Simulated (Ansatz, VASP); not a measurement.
## One calculation of SnO, two programs

INCAR

```
SYSTEM = SnO
  ALGO = Normal
  EDIFF = 1E-6
  ENCUT = 520
  GGA = PE
  ISIF = 2
  ISMEAR = 0
  LASPH = .True.
  LCHARG = .False.
  LREAL = .False.
  LWAVE = .False.
  NBANDS = 50
  NELM = 80
  PREC = Accurate
  SIGMA = 0.02
```

Contents of KPOINTS:

```
k-points
0
Gamma
  8 8 4
  0 0 0
```

POSCAR

```
SnO
1.0
    2.7369120000     -2.7377960000      0.0000000000
    2.7369120000      2.7377960000      0.0000000000
    0.0000000000      0.0000000000     10.2219600000
Sn O
4 4
Direct
    0.7365470000      0.2634530000      0.8638580000
    0.2634530000      0.7365470000      0.1361420000
    0.7634530000      0.2365470000      0.3638580000
    0.2365470000      0.7634530000      0.6361420000
    0.2619440000      0.2380560000      0.2500000000
    0.7380560000      0.7619440000      0.7500000000
    0.2380560000      0.2619440000      0.7500000000
    0.7619440000      0.7380560000      0.2500000000
```

Input for Ansatz:

```yaml
crystal:
  lattice:
    - [2.736912, -2.737796, 0.0]
    - [2.736912, 2.737796, 0.0]
    - [0.0, 0.0, 10.22196]
  atoms:
    - { symbol: Sn, position: [0.736547, 0.263453, 0.863858] }
    - { symbol: Sn, position: [0.263453, 0.736547, 0.136142] }
    - { symbol: Sn, position: [0.763453, 0.236547, 0.363858] }
    - { symbol: Sn, position: [0.236547, 0.763453, 0.636142] }
    - { symbol: O, position: [0.261944, 0.238056, 0.25] }
    - { symbol: O, position: [0.738056, 0.761944, 0.75] }
    - { symbol: O, position: [0.238056, 0.261944, 0.75] }
    - { symbol: O, position: [0.761944, 0.738056, 0.25] }
basis:
  ecutwfc: 420
kpoints:
  mp_grid: { grid: [8, 8, 4] }
hamiltonian:
  xc: pbe
scf:
  occupations: { method: gaussian, width: 0.02 }
output:
  forces: true
  stress: true
  eigenvalues: true
```

Alike in both runs: task single point; functional PBE; k mesh 8 × 8 × 4; occupations gaussian, width 0.02 eV; no spin polarisation.

|  | VASP | Ansatz |
| --- | --- | --- |
| version | VASP 6.6.1 | Ansatz 0.2.0 |
| potentials or method | VASP PAW PBE potentials, release 64 (Sn_d, O), cutoff 520 eV | scalar-relativistic, plane waves, PAW |
| valence electrons in the cell | 80 | 80 |

|  | VASP | Ansatz | Ansatz less VASP |
| --- | --- | --- | --- |
| gap on the k mesh at the Fermi level (eV) | 0.54 | 0.53 | -0.009 |
| least direct gap on the mesh (eV) | 1.74 | 1.79 | +0.046 |
| pressure (GPa) | -0.2 | -0.4 | -0.18 |
| traceless stress, the component that is largest in VASP (GPa) | -0.06 | -0.07 | -0.017 |
| rms of the force components (eV/Å) | 0.020 | 0.039 | +0.0188 |

Atom by atom the forces differ by 0.031 eV/Å (rms over components).
